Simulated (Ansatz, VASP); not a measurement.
Pb in VASP and in Ansatz

Contents of INCAR:

```
PREC = Accurate ; ENCUT = 520
EDIFF = 1E-7 ; ISMEAR = -1
SIGMA = 0.05 ; LREAL = F
LASPH = T ; NELM = 60
ALGO = Fast ; ISIF = 2
LWAVE = F ; LCHARG = F
NBANDS = 21
```

The input KPOINTS:

```
regular mesh
0
Gamma
  9 9 5
```

File POSCAR:

```
Pb
1.0
    2.9765770244     -1.7145891186      0.0000000000
    2.9765770244      1.7145891186      0.0000000000
   -2.0722778132      0.0000000000      5.9707976096
Pb
2
Direct
    0.9085084100      0.9085084100      0.7262922000
    0.0914915900      0.0914915900      0.2737078000
```

input.yaml

```yaml
crystal:
  lattice:
    - [2.9765770244, -1.7145891186, 0.0]
    - [2.9765770244, 1.7145891186, 0.0]
    - [-2.0722778132, 0.0, 5.9707976096]
  atoms:
    - { symbol: Pb, position: [0.90850841, 0.90850841, 0.7262922] }
    - { symbol: Pb, position: [0.09149159, 0.09149159, 0.2737078] }
kpoints:
  mp_grid: { grid: [9, 9, 5] }
scf:
  occupations: { method: fermi_dirac, width: 0.05 }
hamiltonian:
  xc: lda
  pseudopotentials: { kind: all_electron, lapw: { basis_error: 0.001 } }
output:
  forces: true
  stress: true
  eigenvalues: true
```

Change from the starting cell: volume scaled by 0.94.

Alike in both runs: task single point; functional LDA; k mesh 9 × 9 × 5; occupations fermi-dirac, width 0.05 eV; no spin polarisation.

```csv
,VASP,Ansatz
version,VASP 6.6.1,Ansatz 0.2.0
potentials or method,"VASP PAW LDA potentials, release 64 (Pb_d), cutoff 520 eV","all-electron LAPW, scalar-relativistic"
```

|  | VASP | Ansatz | Ansatz less VASP |
| --- | --- | --- | --- |
| gap on the k mesh at the Fermi level (eV) | none | none | - |
| pressure (GPa) | -0.6 | -0.7 | -0.04 |
| traceless stress, the component that is largest in VASP (GPa) | 0.08 | 0.07 | -0.010 |
| rms of the force components (eV/Å) | 0.036 | 0.040 | +0.0035 |

LDA's correlation is that of Perdew and Zunger in VASP and of Perdew and Wang (1992) in Ansatz. Atom by atom the forces differ by 0.004 eV/Å (rms over components). A gap of «none» marks a metal or a gap that the smearing closes. Ansatz ran all-electron here, and VASP with PAW potentials.

Spin-orbit coupling is off throughout.
